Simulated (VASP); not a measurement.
Here is a VASP 6.6.1 calculation.

File INCAR:

```
SYSTEM = Mg2Cd3Te5
ALGO = Normal
EDIFF = 1E-6
ENCUT = 520
GGA = PE
ISIF = 2
ISMEAR = 0
LASPH = .TRUE.
LCHARG = .TRUE.
LELF = .TRUE.
LREAL = .FALSE.
LVHAR = .TRUE.
LWAVE = .FALSE.
NBANDS = 46
NELM = 100
PREC = Accurate
SIGMA = 0.1
```

Contents of KPOINTS:

```
k-points
0
G
  4 4 4
  0 0 0
```

File POSCAR:

```
Mg2Cd3Te5
1.0
   -2.3271151653      4.0306817014      0.0000000000
   -4.6542303306      0.0000000000      0.0000000000
   -2.3271151653      1.3435605671     18.9387880647
Mg Cd Te
2 3 5
Direct
    0.0001283681      0.0001283681      0.9996148958
    0.2005487892      0.2005487892      0.3983536324
    0.3994705442      0.3994705442      0.8015883675
    0.8003221250      0.8003221250      0.5990336250
    0.5998179433      0.5998179433      0.2005461702
    0.3489894438      0.3489894438      0.9530316687
    0.7499711885      0.7499711885      0.7500864345
    0.1508827778      0.1508827778      0.5473516667
    0.5493979545      0.5493979545      0.3518061365
    0.9504708657      0.9504708657      0.1485874029
```

Potentials or basis: VASP PAW PBE potentials, release 64 (Mg, Cd, Te).

Run with:

```bash
$ cat potpaw_PBE.64/Mg/POTCAR potpaw_PBE.64/Cd/POTCAR potpaw_PBE.64/Te/POTCAR > POTCAR
$ mpirun -np 1 vasp_std > vasp.out
```

(1) What does it give for the band gap on the k mesh?

(2) Predict the largest force.

(3) Estimate the pressure.

Results:

(1) 1.05 eV.

(2) 0.034 eV/Å.

(3) 0.1 GPa.

Caveat: spin-orbit coupling is left out, which moves the levels of the heavy elements.
